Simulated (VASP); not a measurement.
**GaN: single point with PBEsol**

Crystal: GaN.

```xyz
2
Lattice="0.0000 2.2535 2.2535 2.2535 0.0000 2.2535 2.2535 2.2535 0.0000" Properties=species:S:1:pos:R:3 pbc="T T T"
Ga    0.0000    0.0000   -0.1500
N     3.3803    3.3803    3.3803
```

This cell differs from its parent crystal: atom 1 (Ga) moved by (+0.000, -0.150) A along [1 1 0] and z.

| Property | Result |
| --- | --- |
| Program | VASP 6.6.1 |
| Task | single point |
| Functional | PBEsol |
| Potentials or basis | VASP PAW PBE potentials, release 64 (Ga_d, N) |
| Cutoff | 520 eV |
| k mesh | 10 × 10 × 10 |
| Occupations | gaussian, width 0.05 eV |
| Spin | no spin polarisation |
| Dipole correction | no |
| Further INCAR settings | ALGO = Normal; EDIFF = 1e-06; NBANDS = 16 |

```json
{
  "Pressure": "0.9 GPa",
  "Largest force": "1.744 eV/Å",
  "Band gap on the k mesh": "1.47 eV, direct"
}
```

Forces in eV/Å, atoms in the order of the input:
```
Ga   0.000  0.000  1.744
N    0.000  0.000 -1.744
```

Stress tensor (GPa, compression positive):
```
 1.84  8.41  0.00
 8.41  1.84  0.00
 0.00  0.00 -1.06
```

Levels at points of the mesh, in eV from the valence-band top:
| k point | band 7 | band 8 | band 9 | band 10 | band 11 | band 12 |
| --- | --- | --- | --- | --- | --- | --- |
| (0.00, 0.00, 0.00) | -0.59 | -0.16 | 0.00 | 1.47 | 9.86 | 9.98 |
| (0.50, 0.00, 0.00) | -7.05 | -1.57 | -0.84 | 4.19 | 8.32 | 9.36 |
| (0.00, 0.00, 0.50) | -7.62 | -1.50 | -0.88 | 4.44 | 8.41 | 9.55 |
| (0.50, 0.50, 0.00) | -6.35 | -3.19 | -2.77 | 2.97 | 6.38 | 11.29 |
| (0.00, 0.50, 0.50) | -6.47 | -2.91 | -2.88 | 2.93 | 6.21 | 11.29 |

It took 24 s on 1 thread of Intel(R) Xeon(R) Platinum 8559C (Emerald Rapids), on a shared host, peak memory 0.18 GiB.

Caveat: the cell differs from its parent crystal (atom 1 (Ga) moved by (+0.000, -0.150) A along [1 1 0] and z); the PAW data sets were made with another functional, which shifts forces and pressure a little.
